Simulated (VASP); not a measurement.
Here is a VASP 6.6.1 calculation.

The input POSCAR:

```
Ga2O3
1.0
    6.1474448873     -1.5286069156      0.0000000000
    6.1474448873      1.5286069156      0.0000000000
   -1.3951678978      0.0000000000      5.6672946507
Ga O
4 6
Direct
    0.3413400000      0.3413400000      0.6859800000
    0.6586600000      0.6586600000      0.3140200000
    0.9095000000      0.9095000000      0.2054000000
    0.0905000000      0.0905000000      0.7946000000
    0.5041000000      0.5041000000      0.7434000000
    0.4959000000      0.4959000000      0.2566000000
    0.8267000000      0.8267000000      0.4368000000
    0.1733000000      0.1733000000      0.5632000000
    0.8355000000      0.8355000000      0.8902000000
    0.1645000000      0.1645000000      0.1098000000
```

File INCAR.step1:

```
  PREC = Accurate
  ENCUT = 520
  ISMEAR = -1
  SIGMA = 0.05
  LREAL = F
  LASPH = T
  NELM = 100
  NBANDS = 55
  GGA = PE
  ALGO = Normal
  EDIFF = 1E-4
  LWAVE = T
  LCHARG = F
```

File INCAR.step2:

```
  PREC = Accurate
  ENCUT = 520
  EDIFF = 1E-6
  ISMEAR = -1
  SIGMA = 0.05
  LREAL = F
  LASPH = T
  NELM = 100
  ALGO = Normal
  ISIF = 2
  LWAVE = F
  LCHARG = F
  METAGGA = R2SCAN
  LMIXTAU = T
  NBANDS = 55
  ISTART = 1
```

Contents of KPOINTS:

```
regular mesh
0
Gamma
  9 9 5
```

Potentials or basis: VASP PAW PBE potentials, release 64 (Ga_d, O).

Launch:

```console
$ cat potpaw_PBE.64/Ga_d/POTCAR potpaw_PBE.64/O/POTCAR > POTCAR
$ cp INCAR.step1 INCAR
$ mpirun -np 1 vasp_std > vasp.out
$ cp INCAR.step2 INCAR
$ mpirun -np 1 vasp_std > vasp.out
```

(1) Estimate the pressure.

(2) What does it give for the band gap on the k mesh?

Answers

(1) -1.1 GPa.

(2) 2.89 eV (least direct gap 2.92 eV).

Caveat: the PAW data sets were made with another functional, which shifts forces and pressure a little.
